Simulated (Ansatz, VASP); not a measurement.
Two plane-wave programs on CdF2

```
Cd F
1.0
     0.00000    2.77482    2.77482
     2.77482    0.00000    2.77482
     2.77482    2.77482    0.00000
Cd F
1 2
Direct
  0.00000 0.00000 0.00000
  0.25000 0.25000 0.25000
  0.75000 0.75000 0.75000
```

Change from the starting cell: strain +0.030 along x and y, +0.030 along z, atoms carried along.

Alike in both runs: task single point; functional PBE; k mesh 8 × 8 × 8; occupations gaussian, width 0.05 eV; no spin polarisation.

|  | VASP | Ansatz |
| --- | --- | --- |
| version | VASP 6.6.1 | Ansatz 0.2.0 |
| potentials or method | VASP PAW PBE potentials, release 64 (Cd, F), cutoff 520 eV | scalar-relativistic, plane waves, PAW |
| valence electrons in the cell | 26 | 34 |

```csv
,VASP,Ansatz,Ansatz less VASP
gap on the k mesh at the Fermi level (eV),2.76,2.78,+0.028
least direct gap on the mesh (eV),3.35,3.38,+0.028
pressure (GPa),-2.8,-3.2,-0.40
```

With one functional, cell and mesh, what is left measures potentials, basis and numerics. VASP's potentials hold 26 valence electrons a cell and Ansatz's 34, so a difference there can come from the potentials and not from the codes.
